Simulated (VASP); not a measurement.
# Ti3Si2 (Pm-3m) in VASP: a series of runs

Runs on Ti3Si2. Level: PBE. Tasks: single point.

Everything below comes from runs of VASP 6.6.1. Logs are shortened: lines on timing, memory, paths and dates and some standing lists are left out, and cuts for length are marked.

## Step 1: The cell of the first run

It takes space group Pm-3m (No. 221, cubic). Conventional cell: a = 4.551 Å, b = 4.551 Å, c = 4.551 Å, α = 90.00°, β = 90.00°, γ = 90.00°. Within 3.0 Å of Ti (site symmetry 4/mmm) lie 2 Si at 2.28 Å. Si (site symmetry m-3m) has 6 Ti at 2.28 Å within 3.0 Å. Within 4.2 Å of Si (site symmetry m-3m) lie 12 Ti at 3.22 Å and 8 Si at 3.94 Å.

The cell was built from a structure type or drawn by symmetry, and may not be a known phase.

## Step 2: Single point, PBE

Input file INCAR:

```
SYSTEM = Ti3Si2
PREC = Accurate ; ENCUT = 520
EDIFF = 1E-7 ; ISMEAR = 0
SIGMA = 0.1 ; LREAL = .False.
LASPH = .True. ; NELM = 100
ALGO = Fast ; ISIF = 2
LWAVE = .False. ; LCHARG = .False.
GGA = PE ; NBANDS = 30
```

Input file KPOINTS:

```
regular mesh
0
Gamma
  4 4 4
  0 0 0
```

Input file POSCAR:

```
Ti3Si2
1.0
    4.5510363094      0.0000000000      0.0000000000
    0.0000000000      4.5510363094      0.0000000000
    0.0000000000      0.0000000000      4.5510363094
Ti Si
3 2
Direct
    0.5000000000      0.0000000000      0.0000000000
    0.0000000000      0.5000000000      0.0000000000
    0.0000000000      0.0000000000      0.5000000000
    0.0000000000      0.0000000000      0.0000000000
    0.5000000000      0.5000000000      0.5000000000
```

Potentials or basis: VASP PAW PBE potentials, release 64 (Ti_sv, Si).

Launch:

```sh
$ cat potpaw_PBE.64/Ti_sv/POTCAR potpaw_PBE.64/Si/POTCAR > POTCAR
$ mpirun -np 1 vasp_std > vasp.out
```

OUTCAR:

```text
SYSTEM = Ti3Si2
   PREC = Accurate
   ENCUT = 520
   EDIFF = 1E-7
   ISMEAR = 0
   LREAL = .False.
   LASPH = .True.
   NELM = 100
   ISIF = 2
   GGA = PE

 ion  position               nearest neighbor table
   1  0.500  0.000  0.000-   4 2.28   4 2.28
   2  0.000  0.500  0.000-   4 2.28   4 2.28
   3  0.000  0.000  0.500-   4 2.28   4 2.28
   4  0.000  0.000  0.000-   1 2.28   2 2.28   3 2.28   3 2.28   2 2.28   1 2.28
   5  0.500  0.500  0.500-

  LATTYP: Found a simple cubic cell.
 ALAT       =     4.5510363094

  Lattice vectors:

 A1 = (   4.5510363094,   0.0000000000,   0.0000000000)
 A2 = (   0.0000000000,   4.5510363094,   0.0000000000)
 A3 = (   0.0000000000,   0.0000000000,   4.5510363094)

Analysis of symmetry for initial positions (statically):
=====================================================================
 Subroutine PRICEL returns:
 Original cell was already a primitive cell.

 Routine SETGRP: Setting up the symmetry group for a
 simple cubic supercell.

 Subroutine GETGRP returns: Found 48 space group operations
 (whereof 48 operations were pure point group operations)
 out of a pool of 48 trial point group operations.

The static configuration has the point symmetry O_h .

Analysis of symmetry for dynamics (positions and initial velocities):
=====================================================================
 Subroutine PRICEL returns:
 Original cell was already a primitive cell.

 Routine SETGRP: Setting up the symmetry group for a
 simple cubic supercell.

 Subroutine GETGRP returns: Found 48 space group operations
 (whereof 48 operations were pure point group operations)
 out of a pool of 48 trial point group operations.

The dynamic configuration has the point symmetry O_h .

 Subroutine INISYM returns: Found 48 space group operations
 (whereof 48 operations are pure point group operations),
 and found     1 'primitive' translations

----------------------------------------------------------------------------------------

                                     Primitive cell

  volume of cell :      94.2608

  direct lattice vectors                    reciprocal lattice vectors
     4.551036309  0.000000000  0.000000000     0.219730174  0.000000000  0.000000000
     0.000000000  4.551036309  0.000000000     0.000000000  0.219730174  0.000000000
     0.000000000  0.000000000  4.551036309     0.000000000  0.000000000  0.219730174

  length of vectors
     4.551036309  4.551036309  4.551036309     0.219730174  0.219730174  0.219730174

  position of ions in fractional coordinates (direct lattice)
     0.500000000  0.000000000  0.000000000
     0.000000000  0.500000000  0.000000000
     0.000000000  0.000000000  0.500000000
     0.000000000  0.000000000  0.000000000
     0.500000000  0.500000000  0.500000000

  ion indices of the primitive-cell ions
   primitive index   ion index
                 1           1
                 2           2
                 3           3
                 4           4
                 5           5

----------------------------------------------------------------------------------------

 KPOINTS: regular mesh

Automatic generation of k-mesh.
 Grid dimensions read from file:
 generate k-points for:    4    4    4

 Generating k-lattice:

  Cartesian coordinates                     Fractional coordinates (reciprocal lattice)
     0.054932543  0.000000000  0.000000000     0.250000000  0.000000000  0.000000000
     0.000000000  0.054932543  0.000000000     0.000000000  0.250000000  0.000000000
     0.000000000  0.000000000  0.054932543     0.000000000  0.000000000  0.250000000

  Length of vectors
     0.054932543  0.054932543  0.054932543

  Shift w.r.t. Gamma in fractional coordinates (k-lattice)
     0.000000000  0.000000000  0.000000000

 Subroutine IBZKPT returns following result:
 ===========================================

 Found     10 irreducible k-points:

 Following reciprocal coordinates:
            Coordinates               Weight
  0.000000  0.000000  0.000000      1.000000
  0.250000  0.000000  0.000000      6.000000
  0.500000  0.000000  0.000000      3.000000
  0.250000  0.250000  0.000000     12.000000
  0.500000  0.250000  0.000000     12.000000
  0.500000  0.500000  0.000000      3.000000
  0.250000  0.250000  0.250000      8.000000
  0.500000  0.250000  0.250000     12.000000
  0.500000  0.500000  0.250000      6.000000
  0.500000  0.500000  0.500000      1.000000
   k-points           NKPTS =     10   k-points in BZ     NKDIM =     10   number of bands    NBANDS=     30
   number of dos      NEDOS =    301   number of ions     NIONS =      5
   total plane-waves  NPLWV =  46656
   dimension x,y,z NGX =    36 NGY =   36 NGZ =   36
   dimension x,y,z NGXF=    72 NGYF=   72 NGZF=   72
   ions per type =               3   2
   NGX,Y,Z   is equivalent  to a cutoff of  13.15, 13.15, 13.15 a.u.
   NGXF,Y,Z  is equivalent  to a cutoff of  26.30, 26.30, 26.30 a.u.
 SYSTEM =  Ti3Si2
   PREC   = accura    normal or accurate (medium, high low for compatibility)
   ISTART =      0    job   : 0-new  1-cont  2-samecut
   ICHARG =      2    charge: 1-file 2-atom 10-const
   ISPIN  =      1    spin polarized calculation?
   LNONCOLLINEAR =      F non collinear calculations
   LSORBIT =      F    spin-orbit coupling
   LASPH  =      T    aspherical Exc in radial PAW
   ENCUT  =  520.0 eV  38.22 Ry    6.18 a.u.   8.46  8.46  8.46*2*pi/ulx,y,z
   NELM   =    100;   NELMIN=  2; NELMDL= -5     # of ELM steps
   EDIFF  = 0.1E-06   stopping-criterion for ELM
   LREAL  =      F    real-space projection
   EDIFFG = 0.1E-05   stopping-criterion for IOM
   NSW    =      0    number of steps for IOM
   IBRION =     -1    ionic relax: 0-MD 1-quasi-New 2-CG
   NFREE  =      0    steps in history (QN), initial steepest desc. (CG)
   ISIF   =      2    stress and relaxation
   ISYM   =      2    0-nonsym 1-usesym 2-fastsym
   POTIM  = 0.5000    time-step for ionic-motion
   TEBEG  =    0.0;   TEEND  =   0.0 temperature during run
   PSTRESS=    0.0 pullay stress
   NELECT =      44.0000    total number of electrons
   NUPDOWN=      -1.0000    fix difference up-down
   EMIN   =  10.00;   EMAX   =-10.00  energy-range for DOS
   EFERMI =   0.00;   METHOD = LEGACY
   ISMEAR =     0;   SIGMA  =   0.10  broadening in eV -4-tet -1-fermi 0-gaus
   EFERMI_NEDOS =   21; number of points for ismear=-14 and -15
   IALGO  =     68    algorithm
   IMIX   =      4    mixing-type and parameters
     AMIX     =   0.40;   BMIX     =  1.00
     AMIX_MAG =   1.60;   BMIX_MAG =  1.00
  volume/ion in A,a.u.               =      18.85       127.22
  Fermi-wavevector in a.u.,A,eV,Ry     =   1.269937  2.399832 21.942651  1.612739
  Thomas-Fermi vector in A             =   2.402951
   LORBIT       =      0    0 simple, 1 ext, 2 COOP (PROOUT), +10 PAW based schemes
   GGA     = PE    functional components
   LHFCALC =     F    Hartree Fock is set to
   AEXX    =    0.0000 exact exchange contribution
   IVDW    =     0    specifies the selected vdW correction
   LEPSILON=     F    determine dielectric tensor
   LRPA    =     F    only Hartree local field effects (RPA)
 non-spin polarized calculation
 RMM-DIIS sequential band-by-band and
 Gauss-broadening in eV      SIGMA  =   0.10
  energy-cutoff  :      520.00
  volume of cell :       94.26
 maximum number of plane-waves:      2560
 NGX is ok and might be reduce to    36
   NGX = 17   NGY = 17   NGZ = 17

 number of electron      44.0000015 magnetization

 Free energy of the ion-electron system (eV)
  ---------------------------------------------------
  ext. energy  EPLUGINS =         0.00000000
  ---------------------------------------------------
  free energy    TOTEN  =       -33.09665666 eV

  energy without entropy =      -33.05951177  energy(sigma->0) =      -33.07808421

 E-fermi :   7.1866     XC(G=0): -10.5490

 val. band max:        7.1724215973   @ k =   0.5000   0.2500   0.2500
 cond. band min:       7.1873856004   @ k =   0.5000   0.5000   0.2500
 fundamental gap:      0.0149640031
 Fermi energy:         7.1866418617

 k-point     1 :       0.0000    0.0000    0.0000
  band No.  band energies     occupation
      1     -49.9819      2.00000
      2     -49.9437      2.00000
      3     -49.9437      2.00000
      4     -26.3428      2.00000
      5     -26.3428      2.00000
      6     -26.3428      2.00000
[... 22 lines left out ...]
     29       8.7877      0.00000
     30       8.7877      0.00000

 k-point     2 :       0.2500    0.0000    0.0000
  band No.  band energies     occupation
      1     -49.9770      2.00000
      2     -49.9484      2.00000
      3     -49.9437      2.00000
      4     -26.3278      2.00000
      5     -26.3278      2.00000
      6     -26.3195      2.00000
[... 22 lines left out ...]
     29       9.3258      0.00000
     30       9.3326      0.00000

 k-point     3 :       0.5000    0.0000    0.0000
  band No.  band energies     occupation
      1     -49.9692      2.00000
      2     -49.9560      2.00000
      3     -49.9437      2.00000
      4     -26.3072      2.00000
      5     -26.3072      2.00000
      6     -26.2748      2.00000
[... 22 lines left out ...]
     29       8.5772      0.00000
     30      10.1886      0.00000

 k-point     4 :       0.2500    0.2500    0.0000
  band No.  band energies     occupation
      1     -49.9726      2.00000
      2     -49.9498      2.00000
      3     -49.9464      2.00000
      4     -26.3378      2.00000
      5     -26.3120      2.00000
      6     -26.2884      2.00000
[... 22 lines left out ...]
     29       8.7543      0.00000
     30       9.1952      0.00000

 k-point     5 :       0.5000    0.2500    0.0000
  band No.  band energies     occupation
      1     -49.9653      2.00000
      2     -49.9560      2.00000
      3     -49.9473      2.00000
      4     -26.3165      2.00000
      5     -26.3121      2.00000
      6     -26.2889      2.00000
[... 22 lines left out ...]
     29       8.7179      0.00000
     30       8.9594      0.00000

 k-point     6 :       0.5000    0.5000    0.0000
  band No.  band energies     occupation
      1     -49.9564      2.00000
      2     -49.9559      2.00000
      3     -49.9559      2.00000
      4     -26.3328      2.00000
      5     -26.3267      2.00000
      6     -26.2598      2.00000
[... 22 lines left out ...]
     29       8.7832      0.00000
     30       9.7513      0.00000

 k-point     7 :       0.2500    0.2500    0.2500
  band No.  band energies     occupation
      1     -49.9689      2.00000
      2     -49.9498      2.00000
      3     -49.9498      2.00000
      4     -26.3595      2.00000
      5     -26.2992      2.00000
      6     -26.2992      2.00000
[... 22 lines left out ...]
     29       8.3770      0.00000
     30       9.4359      0.00000

 k-point     8 :       0.5000    0.2500    0.2500
  band No.  band energies     occupation
      1     -49.9625      2.00000
      2     -49.9559      2.00000
      3     -49.9498      2.00000
      4     -26.3609      2.00000
      5     -26.3147      2.00000
      6     -26.3072      2.00000
[... 22 lines left out ...]
     29       8.7039      0.00000
     30       9.4042      0.00000

 k-point     9 :       0.5000    0.5000    0.2500
  band No.  band energies     occupation
      1     -49.9561      2.00000
      2     -49.9559      2.00000
      3     -49.9559      2.00000
      4     -26.3849      2.00000
      5     -26.3326      2.00000
      6     -26.3107      2.00000
[... 22 lines left out ...]
     29       8.8794      0.00000
     30       9.0986      0.00000

 k-point    10 :       0.5000    0.5000    0.5000
  band No.  band energies     occupation
      1     -49.9559      2.00000
      2     -49.9559      2.00000
      3     -49.9559      2.00000
      4     -26.4228      2.00000
      5     -26.3324      2.00000
      6     -26.3324      2.00000
[... 22 lines left out ...]
     29       8.6474      0.00000
     30       9.4530      0.00000

------------------------ aborting loop because EDIFF is reached ----------------------------------------

  FORCE on cell =-STRESS in cart. coord.  units (eV):
  Direction    XX          YY          ZZ          XY          YZ          ZX
  --------------------------------------------------------------------------------------
  -------------------------------------------------------------------------------------
  Total        0.0422306      0.0422306      0.0422306      0.0000000     -0.0000000     -0.0000000
  in kB        0.7178059      0.7178059      0.7178059      0.0000000     -0.0000000     -0.0000000
  external PRESSURE =       0.7178059 kB  Pullay stress =       0.0000000 kB

 VOLUME and BASIS-vectors are now :
 -----------------------------------------------------------------------------
  energy-cutoff  :      520.00
  volume of cell :       94.26
      direct lattice vectors                 reciprocal lattice vectors
     4.551036309  0.000000000  0.000000000     0.219730174  0.000000000  0.000000000
     0.000000000  4.551036309  0.000000000     0.000000000  0.219730174  0.000000000
     0.000000000  0.000000000  4.551036309     0.000000000  0.000000000  0.219730174

 POSITION                                       TOTAL-FORCE (eV/Angst)
 -----------------------------------------------------------------------------------
      2.27552      0.00000      0.00000         0.000000      0.000000      0.000000
      0.00000      2.27552      0.00000         0.000000      0.000000      0.000000
      0.00000      0.00000      2.27552         0.000000      0.000000      0.000000
      0.00000      0.00000      0.00000         0.000000      0.000000      0.000000
      2.27552      2.27552      2.27552         0.000000      0.000000      0.000000
 -----------------------------------------------------------------------------------
    total drift:                                0.000000      0.000000     -0.000000

  FREE ENERGIE OF THE ION-ELECTRON SYSTEM (eV)
  ---------------------------------------------------
  free  energy   TOTEN  =       -33.0966566566 eV

  energy  without entropy=      -33.0595117725  energy(sigma->0) =      -33.07808421
```

It took 6.5 min on 1 thread of AMD EPYC 7R13, shared host; peak memory 0.18 GiB.

Results:

* Free energy: -33.0967 eV
* Pressure: 0.1 GPa
* Band gap on the k mesh: zero (bands 22 and 23 overlap by 0.25 eV)

Levels at points of the mesh, in eV from the Fermi level:
| k point | band 20 | band 21 | band 22 | band 23 | band 24 | band 25 |
| --- | --- | --- | --- | --- | --- | --- |
| (0.00, 0.00, 0.00) | -1.62 | -1.26 | -1.26 | 0.74 | 0.74 | 1.06 |
| (0.50, 0.00, 0.00) | -1.92 | -1.35 | -0.31 | 0.42 | 0.63 | 0.75 |
| (0.50, 0.50, 0.00) | -1.75 | -0.44 | -0.44 | 0.37 | 0.37 | 0.55 |
| (0.50, 0.50, 0.50) | -2.31 | 0.18 | 0.18 | 0.18 | 0.29 | 0.29 |

## Step 3: Single point, PBE, collinear spin

Input file INCAR:

```
SYSTEM = Ti3Si2
  PREC = Accurate
  ENCUT = 520
  EDIFF = 1E-7
  ISMEAR = 0
  SIGMA = 0.1
  LREAL = .FALSE.
  LASPH = .TRUE.
  NELM = 150
  ALGO = Normal
  ISIF = 2
  LWAVE = .FALSE.
  LCHARG = .TRUE.
  ISPIN = 2
  MAGMOM = 1 1 1 0 0
  LORBIT = 11
  LMAXMIX = 4
  GGA = PE
  LELF = .TRUE.
  LVHAR = .TRUE.
  NBANDS = 34
```

Input file KPOINTS:

```
regular mesh
0
G
  4 4 4
  0 0 0
```

POSCAR is that of step 2.

Potentials or basis: VASP PAW PBE potentials, release 64 (Ti_sv, Si).

Launch:

```sh
$ cat potpaw_PBE.64/Ti_sv/POTCAR potpaw_PBE.64/Si/POTCAR > POTCAR
$ mpirun -np 1 vasp_std > vasp.out
```

OUTCAR:

```text
SYSTEM = Ti3Si2
   PREC = Accurate
   ENCUT = 520
   EDIFF = 1E-7
   ISMEAR = 0
   LREAL = .FALSE.
   LASPH = .TRUE.
   NELM = 150
   ISIF = 2
   ISPIN = 2
   LORBIT = 11
   GGA = PE

 ion  position               nearest neighbor table
   1  0.500  0.000  0.000-   4 2.28   4 2.28
   2  0.000  0.500  0.000-   4 2.28   4 2.28
   3  0.000  0.000  0.500-   4 2.28   4 2.28
   4  0.000  0.000  0.000-   1 2.28   2 2.28   3 2.28   3 2.28   2 2.28   1 2.28
   5  0.500  0.500  0.500-
[... 957 lines left out ...]
     4.551036309  0.000000000  0.000000000     0.219730174  0.000000000  0.000000000
     0.000000000  4.551036309  0.000000000     0.000000000  0.219730174  0.000000000
     0.000000000  0.000000000  4.551036309     0.000000000  0.000000000  0.219730174

 POSITION                                       TOTAL-FORCE (eV/Angst)
 -----------------------------------------------------------------------------------
      2.27552      0.00000      0.00000         0.000000      0.000000      0.000000
      0.00000      2.27552      0.00000         0.000000      0.000000      0.000000
      0.00000      0.00000      2.27552         0.000000      0.000000      0.000000
      0.00000      0.00000      0.00000         0.000000      0.000000      0.000000
      2.27552      2.27552      2.27552         0.000000      0.000000      0.000000
 -----------------------------------------------------------------------------------
    total drift:                                0.000000      0.000000     -0.000000

  FREE ENERGIE OF THE ION-ELECTRON SYSTEM (eV)
  ---------------------------------------------------
  free  energy   TOTEN  =       -33.0967507213 eV

  energy  without entropy=      -33.0627185752  energy(sigma->0) =      -33.07973465

 total charge

# of ion       s       p       d       tot
------------------------------------------
    1        2.177   6.122   1.966  10.265
    2        2.177   6.122   1.966  10.265
    3        2.177   6.122   1.966  10.265
    4        0.851   1.149   0.000   2.000
    5        0.764   0.703   0.000   1.468
--------------------------------------------------
tot          8.146  20.219   5.899  34.264

 magnetization (x)

# of ion       s       p       d       tot
------------------------------------------
    1        0.001   0.001   0.058   0.059
    2        0.001   0.001   0.058   0.059
    3        0.001   0.001   0.058   0.059
    4       -0.001  -0.003   0.000  -0.004
    5       -0.000  -0.004   0.000  -0.004
--------------------------------------------------
tot          0.000  -0.004   0.174   0.170
```

Wall time 3.7 min (1 thread of AMD EPYC 7R13, shared host); peak memory 0.22 GiB.

What came out:

| Property | Result |
| --- | --- |
| Free energy | -33.0968 eV |
| Pressure | 0.1 GPa |
| Net moment | 0.23 μB per cell |
| Site moments | Ti +0.06; Si -0.00 μB |
| Valence electrons inside the program's atomic spheres | Ti 10.27; Si 2.00, 1.47 |

Levels at points of the mesh, in eV from the Fermi level:
Spin up:
```csv
k point,band 18,band 19,band 20,band 21,band 22,band 23,band 24,band 25,band 26,band 27
"(0.00, 0.00, 0.00)",-1.65,-1.65,-1.65,-1.31,-1.31,0.72,0.72,1.04,1.04,1.04
"(0.50, 0.00, 0.00)",-2.06,-1.93,-1.93,-1.37,-0.35,0.37,0.62,0.72,0.72,0.77
"(0.50, 0.50, 0.00)",-1.99,-1.99,-1.76,-0.47,-0.47,0.33,0.33,0.53,0.97,1.26
"(0.50, 0.50, 0.50)",-2.32,-2.32,-2.32,0.16,0.16,0.16,0.25,0.25,0.25,1.27
```
Spin down:
| k point | band 19 | band 20 | band 21 | band 22 | band 23 | band 24 | band 25 | band 26 |
| --- | --- | --- | --- | --- | --- | --- | --- | --- |
| (0.00, 0.00, 0.00) | -1.60 | -1.60 | -1.23 | -1.23 | 0.76 | 0.76 | 1.07 | 1.07 |
| (0.50, 0.00, 0.00) | -1.91 | -1.91 | -1.32 | -0.27 | 0.46 | 0.64 | 0.77 | 0.77 |
| (0.50, 0.50, 0.00) | -1.96 | -1.75 | -0.42 | -0.42 | 0.41 | 0.41 | 0.57 | 1.07 |
| (0.50, 0.50, 0.50) | -2.30 | -2.30 | 0.20 | 0.20 | 0.20 | 0.33 | 0.33 | 0.33 |
